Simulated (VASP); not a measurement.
Wanted: the native input for a VASP 6.6.1 run.

```
Task                   : relaxation of cell and atoms
Functional             : r2SCAN
Potentials or basis    : VASP PAW PBE potentials, release 64 (K_sv, Cl)
Cutoff                 : 600 eV
k mesh                 : 6 × 6 × 6
Occupations            : fermi-dirac, width 0.02 eV
Spin                   : no spin polarisation
Dipole correction      : no
Further INCAR settings : ALGO = Normal; EDIFF = 1e-07; IBRION = 2; EDIFFG = -0.005; NSW = 80; ISIF = 3
```

The system is KCl.

```
K Cl
1.0
     0.00000    3.18918    3.18918
     3.18918    0.00000    3.18918
     3.18918    3.18918    0.00000
K Cl
1 1
Direct
  0.00000 0.00000 0.00000
  0.50000 0.50000 0.50000
```

These files were run (other wordings do the same):

POSCAR

```
KCl
1.0
    0.0000000000      3.1891817223      3.1891817223
    3.1891817223      0.0000000000      3.1891817223
    3.1891817223      3.1891817223      0.0000000000
K Cl
1 1
Direct
    0.0000000000      0.0000000000      0.0000000000
    0.5000000000      0.5000000000      0.5000000000
```

INCAR.step1

```
SYSTEM = KCl
ALGO = Normal
EDIFF = 1E-4
ENCUT = 600
GGA = PE
ISMEAR = -1
LASPH = .TRUE.
LCHARG = .FALSE.
LREAL = .FALSE.
LWAVE = .TRUE.
NELM = 100
PREC = Accurate
SIGMA = 0.02
```

INCAR.step2

```
SYSTEM = KCl
ALGO = Normal
EDIFF = 1E-7
EDIFFG = -0.005
ENCUT = 600
IBRION = 2
ISIF = 3
ISMEAR = -1
ISTART = 1
LASPH = .TRUE.
LCHARG = .FALSE.
LMIXTAU = .TRUE.
LREAL = .FALSE.
LWAVE = .FALSE.
METAGGA = R2SCAN
NELM = 100
NSW = 80
PREC = Accurate
SIGMA = 0.02
```

KPOINTS

```
k-points
0
G
  6 6 6
  0 0 0
```

Potentials or basis: VASP PAW PBE potentials, release 64 (K_sv, Cl).

Command:

```bash
$ cat potpaw_PBE.64/K_sv/POTCAR potpaw_PBE.64/Cl/POTCAR > POTCAR
$ cp INCAR.step1 INCAR
$ mpirun -np 1 vasp_std > vasp.out
$ cp INCAR.step2 INCAR
$ mpirun -np 1 vasp_std > vasp.out
```

Results of the run:

```yaml
Relaxed_volume: 31.22 Å³/atom
Relaxed_cell: a = 4.453 Å, b = 4.453 Å, c = 4.453 Å, α = 60.00°, β = 60.00°, γ = 60.00°
Space_group_after_relaxing_to_0.1_Å: Fm-3m (No. 225)
Energy_gained_by_relaxing: 2.8 meV/atom
Ionic_steps: 3
Pressure_after_relaxing: 0.0 GPa
Band_gap_on_the_k_mesh: 5.82 eV
```

Caveat: the PAW data sets were made with another functional, which shifts forces and pressure a little.

Wall time 8.6 min on 1 thread of AMD EPYC 7R13, with other jobs on the host, peak memory 0.21 GiB.
